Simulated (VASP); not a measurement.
Input of a VASP 6.6.1 run:

The input INCAR:

```
ALGO = Fast ; EDIFF = 1E-6
ENCUT = 520 ; GGA = PE
ISIF = 2 ; ISMEAR = 0
LASPH = True ; LCHARG = False
LREAL = False ; LWAVE = False
NBANDS = 20 ; NELM = 60
PREC = Accurate ; SIGMA = 0.1
```

Contents of KPOINTS:

```
k-points
0
Gamma
  14 8 8
```

The input POSCAR:

```
NaInTe
1.0
    3.1975069067      0.0000000000      0.0000000000
    0.0000000000      5.8496470040      0.0000000000
    0.0000000000      0.0000000000      6.5510490983
Na In Te
1 1 1
Direct
    0.0000000000      0.0000000000      0.5000000000
    0.0000000000      0.5000000000      0.0000000000
    0.0000000000      0.5000000000      0.5000000000
```

Potentials or basis: VASP PAW PBE potentials, release 64 (Na_pv, In_d, Te).

The run is started by

```console
$ cat potpaw_PBE.64/Na_pv/POTCAR potpaw_PBE.64/In_d/POTCAR potpaw_PBE.64/Te/POTCAR > POTCAR
$ mpirun -np 1 vasp_std > vasp.out
```

(1) Estimate the band gap on the k mesh.

(2) Predict the pressure.

Results:

(1) zero (bands 13 and 14 overlap by 0.97 eV).

(2) 0.0 GPa.

Caveat: spin-orbit coupling is left out, which moves the levels of the heavy elements.
